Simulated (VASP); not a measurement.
# Sn (P6_3/mmc) in VASP: further runs

Runs on Sn. Level: BLYP. Tasks: single point.

All numbers are computed with VASP 6.6.1; they aren't measurements. Logs are shortened: lines on timing, memory, paths and dates and some standing lists are left out, and cuts for length are marked.

### Step 1. The cell of the first run

It takes space group P6_3/mmc (No. 194, hexagonal). The conventional cell has a = 3.554 Å, b = 3.554 Å, c = 11.704 Å, α = 90.00°, β = 90.00°, γ = 120.00°. Sn (site symmetry -3m) has 12 Sn at 3.55 to 3.57 Å within 4.7 Å. Within 4.7 Å of Sn (site symmetry -6m2) lie 12 Sn at 3.55 to 3.57 Å.

### Step 2. Single point, BLYP (volume scaled by 1.04)

Contents of INCAR:

```
PREC = Accurate
ENCUT = 520
EDIFF = 1E-6
ISMEAR = -1
SIGMA = 0.1
LREAL = False
LASPH = True
NELM = 60
ALGO = Normal
ISIF = 2
LWAVE = False
LCHARG = False
GGA = B5
ALDAX = 1.0
AGGAX = 1.0
AGGAC = 1.0
ALDAC = 0.0
NBANDS = 36
```

Contents of KPOINTS:

```
regular mesh
0
Gamma
  12 12 3
```

Contents of POSCAR:

```
Sn
1.0
    3.5543566775      0.0000000000      0.0000000000
   -1.7771783387      3.0781631768      0.0000000000
    0.0000000000      0.0000000000     11.7035118131
Sn
4
Direct
    0.0000000000      0.0000000000      1.0000000000
    0.0000000000      0.0000000000      0.5000000000
    0.3333333333      0.6666666667      0.2500000000
    0.6666666667      0.3333333333      0.7500000000
```

Potentials or basis: VASP PAW PBE potentials, release 64 (Sn_d).

Started as:

```console
> cat potpaw_PBE.64/Sn_d/POTCAR > POTCAR
> mpirun -np 1 vasp_std > vasp.out
```

OUTCAR:

```text
PREC = Accurate
   ENCUT = 520
   EDIFF = 1E-6
   ISMEAR = -1
   LREAL = False
   LASPH = True
   NELM = 60
   ISIF = 2
   GGA = B5

 ion  position               nearest neighbor table
   1  0.000  0.000  0.000-   3 3.57   4 3.57   3 3.57   4 3.57   4 3.57   3 3.57
   2  0.000  0.000  0.500-   3 3.57   4 3.57   3 3.57   4 3.57   4 3.57   3 3.57
   3  0.333  0.667  0.250-   1 3.57   2 3.57   1 3.57   2 3.57   1 3.57   2 3.57
   4  0.667  0.333  0.750-   1 3.57   2 3.57   1 3.57   2 3.57   1 3.57   2 3.57

  LATTYP: Found a hexagonal cell.
 ALAT       =     3.5543566775
 C/A-ratio  =     3.2927229524

  Lattice vectors:

 A1 = (   3.5543566775,   0.0000000000,   0.0000000000)
 A2 = (  -1.7771783387,   3.0781631768,   0.0000000000)
 A3 = (   0.0000000000,   0.0000000000,  11.7035118131)

Analysis of symmetry for initial positions (statically):
=====================================================================
 Subroutine PRICEL returns:
 Original cell was already a primitive cell.

 Routine SETGRP: Setting up the symmetry group for a
 hexagonal supercell.

 Subroutine GETGRP returns: Found 24 space group operations
 (whereof 12 operations were pure point group operations)
 out of a pool of 24 trial point group operations.

The static configuration has the point symmetry D_3d.
 The point group associated with its full space group is D_6h.

Analysis of symmetry for dynamics (positions and initial velocities):
=====================================================================
 Subroutine PRICEL returns:
 Original cell was already a primitive cell.

 Routine SETGRP: Setting up the symmetry group for a
 hexagonal supercell.

 Subroutine GETGRP returns: Found 24 space group operations
 (whereof 12 operations were pure point group operations)
 out of a pool of 24 trial point group operations.

The dynamic configuration has the point symmetry D_3d.
 The point group associated with its full space group is D_6h.

 Subroutine INISYM returns: Found 24 space group operations
 (whereof 12 operations are pure point group operations),
 and found     1 'primitive' translations

----------------------------------------------------------------------------------------

                                     Primitive cell

  volume of cell :     128.0468

  direct lattice vectors                    reciprocal lattice vectors
     3.554356677  0.000000000  0.000000000     0.281344865  0.162434534  0.000000000
    -1.777178339  3.078163177  0.000000000     0.000000000  0.324869067  0.000000000
[... 84 lines left out ...]
   LNONCOLLINEAR =      F non collinear calculations
   LSORBIT =      F    spin-orbit coupling
   LASPH  =      T    aspherical Exc in radial PAW
   ENCUT  =  520.0 eV  38.22 Ry    6.18 a.u.   6.61  6.61 21.76*2*pi/ulx,y,z
   NELM   =     60;   NELMIN=  2; NELMDL= -5     # of ELM steps
   EDIFF  = 0.1E-05   stopping-criterion for ELM
   LREAL  =      F    real-space projection
   EDIFFG = 0.1E-04   stopping-criterion for IOM
   NSW    =      0    number of steps for IOM
   IBRION =     -1    ionic relax: 0-MD 1-quasi-New 2-CG
   NFREE  =      0    steps in history (QN), initial steepest desc. (CG)
   ISIF   =      2    stress and relaxation
   ISYM   =      2    0-nonsym 1-usesym 2-fastsym
   POTIM  = 0.5000    time-step for ionic-motion
   TEBEG  =    0.0;   TEEND  =   0.0 temperature during run
   PSTRESS=    0.0 pullay stress
   NELECT =      56.0000    total number of electrons
   NUPDOWN=      -1.0000    fix difference up-down
   EMIN   =  10.00;   EMAX   =-10.00  energy-range for DOS
   EFERMI =   0.00;   METHOD = LEGACY
   ISMEAR =    -1;   SIGMA  =   0.10  broadening in eV -4-tet -1-fermi 0-gaus
   EFERMI_NEDOS =   21; number of points for ismear=-14 and -15
   IALGO  =     38    algorithm
   IMIX   =      4    mixing-type and parameters
     AMIX     =   0.40;   BMIX     =  1.00
     AMIX_MAG =   1.60;   BMIX_MAG =  1.00
  volume/ion in A,a.u.               =      32.01       216.03
  Fermi-wavevector in a.u.,A,eV,Ry     =   1.242647  2.348263 21.009741  1.544172
  Thomas-Fermi vector in A             =   2.376993
   LORBIT       =      0    0 simple, 1 ext, 2 COOP (PROOUT), +10 PAW based schemes
   GGA     = B5    functional components
   LHFCALC =     F    Hartree Fock is set to
   AEXX    =    0.0000 exact exchange contribution
   IVDW    =     0    specifies the selected vdW correction
   LEPSILON=     F    determine dielectric tensor
   LRPA    =     F    only Hartree local field effects (RPA)
 non-spin polarized calculation
  energy-cutoff  :      520.00
  volume of cell :      128.05
 maximum number of plane-waves:      3523
 NGX is ok and might be reduce to    28
   NGX = 13   NGY = 13   NGZ = 43

 number of electron      55.9999980 magnetization

 Free energy of the ion-electron system (eV)
  ---------------------------------------------------
  ext. energy  EPLUGINS =         0.00000000
  ---------------------------------------------------
  free energy    TOTEN  =       -11.84820878 eV

  energy without entropy =      -11.76310757  energy(sigma->0) =      -11.80565818

 E-fermi :   6.7475     XC(G=0):  -9.0145

 val. band max:        6.7404959645   @ k =   0.3333   0.0833   0.0000
 cond. band min:       6.7694745533   @ k =   0.2500   0.0000   0.3333
 fundamental gap:      0.0289785888
 Fermi energy:         6.7474599920

 k-point     1 :       0.0000    0.0000    0.0000
  band No.  band energies     occupation
      1     -14.7407      2.00000
      2     -14.7385      2.00000
      3     -14.7335      2.00000
      4     -14.7335      2.00000
      5     -14.7304      2.00000
      6     -14.7303      2.00000
[... 925 lines left out ...]
     35      10.8527      0.00000
     36      11.5456      0.00000

 [... further k-points ...]
[... 5 lines left out ...]
  --------------------------------------------------------------------------------------
  -------------------------------------------------------------------------------------
  Total       -0.9106903     -0.9106903     -1.0465977     -0.0000000      0.0000000      0.0000000
  in kB      -11.3949506    -11.3949506    -13.0954824     -0.0000000      0.0000000      0.0000000
  external PRESSURE =     -11.9617946 kB  Pullay stress =       0.0000000 kB

 VOLUME and BASIS-vectors are now :
 -----------------------------------------------------------------------------
  energy-cutoff  :      520.00
  volume of cell :      128.05
      direct lattice vectors                 reciprocal lattice vectors
     3.554356677  0.000000000  0.000000000     0.281344865  0.162434534  0.000000000
    -1.777178339  3.078163177  0.000000000     0.000000000  0.324869067  0.000000000
     0.000000000  0.000000000 11.703511813     0.000000000  0.000000000  0.085444439

 POSITION                                       TOTAL-FORCE (eV/Angst)
 -----------------------------------------------------------------------------------
      0.00000      0.00000      0.00000        -0.000000      0.000000      0.000000
      0.00000      0.00000      5.85176         0.000000      0.000000      0.000000
     -0.00000      2.05211      2.92588         0.000000      0.000000      0.000000
      1.77718      1.02605      8.77763        -0.000000      0.000000      0.000000
 -----------------------------------------------------------------------------------
    total drift:                                0.000000     -0.000000      0.000000

  FREE ENERGIE OF THE ION-ELECTRON SYSTEM (eV)
  ---------------------------------------------------
  free  energy   TOTEN  =       -11.8482087845 eV

  energy  without entropy=      -11.7631075680  energy(sigma->0) =      -11.80565818
```

OSZICAR:

```text
N       E                     dE             d eps       ncg     rms          rms(c)
DAV:   1     0.554717427739E+03    0.55472E+03   -0.28266E+04  2764   0.232E+03
DAV:   2     0.634893199085E+02   -0.49123E+03   -0.48373E+03  2736   0.574E+02
DAV:   3    -0.816066549719E+01   -0.71650E+02   -0.70589E+02  3124   0.194E+02
DAV:   4    -0.117588680098E+02   -0.35982E+01   -0.35685E+01  3128   0.458E+01
DAV:   5    -0.118884436198E+02   -0.12958E+00   -0.12955E+00  3616   0.868E+00    0.186E+00
DAV:   6    -0.118538577647E+02    0.34586E-01   -0.98928E-02  3308   0.311E+00    0.882E-01
DAV:   7    -0.118480466893E+02    0.58111E-02   -0.36868E-02  3392   0.186E+00    0.170E-01
DAV:   8    -0.118481876108E+02   -0.14092E-03   -0.28956E-03  2856   0.772E-01    0.504E-02
DAV:   9    -0.118482102464E+02   -0.22636E-04   -0.41779E-04  3300   0.355E-01    0.191E-02
DAV:  10    -0.118482033380E+02    0.69084E-05   -0.72784E-05  3960   0.639E-02    0.687E-03
DAV:  11    -0.118482079195E+02   -0.45815E-05   -0.87380E-06  2236   0.303E-02    0.196E-03
DAV:  12    -0.118482087845E+02   -0.86494E-06   -0.12171E-06  1388   0.128E-02
   1 F= -.11848209E+02 E0= -.11805658E+02  d E =-.851012E-01
```

stdout:

```text
POSCAR found type information on POSCAR Sn
 POSCAR found :  1 types and       4 ions
 scaLAPACK will be used
 -----------------------------------------------------------------------------
|                                                                             |
|                                                                             |
|     You enforced a specific xc type in the INCAR file but a different       |
|     I HOPE YOU KNOW WHAT YOU ARE DOING!                                     |
|                                                                             |
 -----------------------------------------------------------------------------

 LDA part: xc-table for (Slater(with rela. corr.)+VWN5), standard interpolation
 POSCAR, INCAR and KPOINTS ok, starting setup
 FFT: planning ... GRIDC
 FFT: planning ... GRID_SOFT
 FFT: planning ... GRID
 WAVECAR not read
 entering main loop
```

Run time: 73 s. Hardware: 1 thread of Intel Xeon 6975P-C (Granite Rapids), shared host; peak memory 0.3 GiB.

Results:

| Quantity | Value |
| --- | --- |
| Free energy | -11.8482 eV |
| Pressure | -1.2 GPa |
| Band gap on the k mesh | zero (band 28 reaches 11.59 eV, above the bottom of band 29 at 4.81 eV) |

Caveat: the cell differs from its parent crystal (volume scaled by 1.04); the PAW data sets were made with another functional, which shifts forces and pressure a little; spin-orbit coupling is left out, which moves the levels of the heavy elements.

### Step 3. Single point, BLYP (volume scaled by 1.08)

Contents of INCAR:

```
SYSTEM = Sn
  PREC = Accurate
  ENCUT = 520
  EDIFF = 1E-7
  ISMEAR = -1
  SIGMA = 0.1
  LREAL = .FALSE.
  LASPH = .TRUE.
  NELM = 80
  ALGO = Normal
  ISIF = 2
  LWAVE = .FALSE.
  LCHARG = .TRUE.
  GGA = B5
  ALDAX = 1.0
  AGGAX = 1.0
  AGGAC = 1.0
  ALDAC = 0.0
  LELF = .TRUE.
  LVHAR = .TRUE.
  NBANDS = 36
```

Contents of KPOINTS:

```
Automatic mesh
0
G
  12 12 3
  0 0 0
```

Contents of POSCAR:

```
Sn
1.0
    3.5993533109      0.0000000000      0.0000000000
   -1.7996766555      3.1171314044      0.0000000000
    0.0000000000      0.0000000000     11.8516732608
Sn
4
Direct
    0.0000000000      0.0000000000      1.0000000000
    0.0000000000      0.0000000000      0.5000000000
    0.3333333333      0.6666666667      0.2500000000
    0.6666666667      0.3333333333      0.7500000000
```

Potentials or basis: VASP PAW PBE potentials, release 64 (Sn_d).

Started as:

```console
> cat potpaw_PBE.64/Sn_d/POTCAR > POTCAR
> mpirun -np 1 vasp_std > vasp.out
```

Wall time 4.3 min (1 thread of Intel Xeon Platinum 8488C (Sapphire Rapids), shared host); peak memory 0.31 GiB.

It converged, with:

* Free energy: -11.7978 eV
* Pressure: -2.2 GPa
* Band gap on the k mesh: zero (band 28 reaches 11.00 eV, above the bottom of band 29 at 4.53 eV)

Stress tensor (GPa, compression positive):
```
-2.18  0.00  0.00
 0.00 -2.18  0.00
 0.00  0.00 -2.26
```

Levels at points of the mesh, in eV from the Fermi level:
| k point | band 25 | band 26 | band 27 | band 28 | band 29 | band 30 | band 31 | band 32 |
| --- | --- | --- | --- | --- | --- | --- | --- | --- |
| (0.00, 0.00, 0.00) | -3.57 | 0.62 | 0.63 | 4.56 | 4.56 | 5.14 | 5.14 | 5.20 |
| (0.50, 0.00, 0.00) | -3.41 | -3.16 | -1.95 | -1.54 | -0.07 | 0.62 | 1.80 | 2.83 |

Caveat: the cell differs from its parent crystal (volume scaled by 1.08); the PAW data sets were made with another functional, which shifts forces and pressure a little; spin-orbit coupling is left out, which moves the levels of the heavy elements.

### Step 4. Single point, BLYP (volume scaled by 1.12)

Contents of INCAR:

```
  AGGAC = 1.0
  AGGAX = 1.0
  ALDAC = 0.0
  ALDAX = 1.0
  ALGO = Normal
  EDIFF = 1E-6
  ENCUT = 520
  GGA = B5
  ISIF = 2
  ISMEAR = -1
  LASPH = True
  LCHARG = False
  LREAL = False
  LWAVE = False
  NBANDS = 36
  NELM = 80
  PREC = Accurate
  SIGMA = 0.1
```

Contents of KPOINTS:

```
k-points
0
Gamma
  12 12 3
```

Contents of POSCAR:

```
Sn
1.0
    3.6432521899      0.0000000000      0.0000000000
   -1.8216260950      3.1551489489      0.0000000000
    0.0000000000      0.0000000000     11.9962201073
Sn
4
Direct
    0.0000000000      0.0000000000      1.0000000000
    0.0000000000      0.0000000000      0.5000000000
    0.3333333333      0.6666666667      0.2500000000
    0.6666666667      0.3333333333      0.7500000000
```

Started as:

```console
> cat potpaw_PBE.64/Sn_d/POTCAR > POTCAR
> mpirun -np 1 vasp_std > vasp.out
```

It took 3.6 min on 1 thread of Intel Xeon Platinum 8488C (Sapphire Rapids), shared host; peak memory 0.31 GiB.

Results (log left out):

| Quantity | Value |
| --- | --- |
| Free energy | -11.7197 eV |
| Pressure | -3.0 GPa |
| Band gap on the k mesh | zero (band 28 reaches 10.45 eV, above the bottom of band 29 at 4.26 eV) |

Levels at points of the mesh, in eV from the Fermi level:
```csv
k point,band 26,band 27,band 28,band 29,band 30,band 31
"(0.00, 0.00, 0.00)",0.58,0.58,4.37,4.37,4.92,4.92
"(0.50, 0.00, 0.00)",-3.03,-1.90,-1.51,-0.05,0.61,1.74
```

Caveat: the cell differs from its parent crystal (volume scaled by 1.12); the PAW data sets were made with another functional, which shifts forces and pressure a little; spin-orbit coupling is left out, which moves the levels of the heavy elements.

### Step 5. Single point, BLYP

This run uses another cell than the first one, of 30.78 Å³/atom, 0.962 times its volume.

Contents of INCAR:

```
PREC = Accurate
ENCUT = 520
EDIFF = 1E-6
ISMEAR = -1
SIGMA = 0.1
LREAL = F
LASPH = T
NELM = 100
ALGO = Normal
ISIF = 2
LWAVE = F
LCHARG = F
GGA = B5
ALDAX = 1.0
AGGAX = 1.0
AGGAC = 1.0
ALDAC = 0.0
NBANDS = 36
```

Contents of KPOINTS:

```
Automatic mesh
0
Gamma
  14 14 4
```

Contents of POSCAR:

```
Sn
1.0
    3.5081909757      0.0000000000      0.0000000000
   -1.7540954879      3.0381825063      0.0000000000
    0.0000000000      0.0000000000     11.5515009474
Sn
4
Direct
    0.0000000000      0.0000000000      1.0000000000
    0.0000000000      0.0000000000      0.5000000000
    0.3333333333      0.6666666667      0.2500000000
    0.6666666667      0.3333333333      0.7500000000
```

Started as:

```console
> cat potpaw_PBE.64/Sn_d/POTCAR > POTCAR
> mpirun -np 1 vasp_std > vasp.out
```

Run time: 4.3 min. Hardware: 1 thread of Intel Xeon Platinum 8488C (Sapphire Rapids), shared host; peak memory 0.38 GiB.

Results (log left out):

| Property | Result |
| --- | --- |
| Free energy | -11.8722 eV |
| Pressure | 0.1 GPa |
| Band gap on the k mesh | zero (band 28 reaches 12.18 eV, above the bottom of band 29 at 5.61 eV) |

Stress tensor (GPa, compression positive):
```
0.00 0.00 0.00
0.00 0.00 0.00
0.00 0.00 0.40
```

Levels at points of the mesh, in eV from the Fermi level:
| k point | band 26 | band 27 | band 28 | band 29 | band 30 | band 31 |
| --- | --- | --- | --- | --- | --- | --- |
| (0.00, 0.00, 0.00) | 0.71 | 0.71 | 4.96 | 4.96 | 5.60 | 5.60 |
| (0.50, 0.00, 0.00) | -3.48 | -2.04 | -1.63 | -0.15 | 0.60 | 1.90 |
| (0.00, 0.00, 0.50) | -2.29 | 4.13 | 4.13 | 5.15 | 5.15 | 5.15 |
| (0.50, 0.00, 0.50) | -3.16 | -2.59 | -2.59 | 1.16 | 1.16 | 2.20 |

Caveat: the PAW data sets were made with another functional, which shifts forces and pressure a little; spin-orbit coupling is left out, which moves the levels of the heavy elements.

### Step 6. Overview

```tsv
cell	k mesh	gap on the mesh (eV)	pressure (GPa)
a = 3.554, b = 3.554, c = 11.704 Å, angles 90.0, 90.0, 120.0°, 4 atoms	12 × 12 × 3	none	-1.2
a = 3.599, b = 3.599, c = 11.852 Å, angles 90.0, 90.0, 120.0°, 4 atoms	12 × 12 × 3	none	-2.2
a = 3.643, b = 3.643, c = 11.996 Å, angles 90.0, 90.0, 120.0°, 4 atoms	12 × 12 × 3	none	-3.0
a = 3.508, b = 3.508, c = 11.552 Å, angles 90.0, 90.0, 120.0°, 4 atoms	14 × 14 × 4	none	0.1
```

Alike in all rows: task single point; level BLYP; potentials or basis VASP PAW PBE potentials, release 64 (Sn_d); no spin polarisation; cutoff (eV) 520; smearing fermi-dirac 0.1 eV.

Caveats: the PAW data sets were made with another functional, which shifts forces and pressure a little; spin-orbit coupling is left out, which moves the levels of the heavy elements.

Total energies depend on the potentials used, so only differences within one code and one set of settings carry meaning.
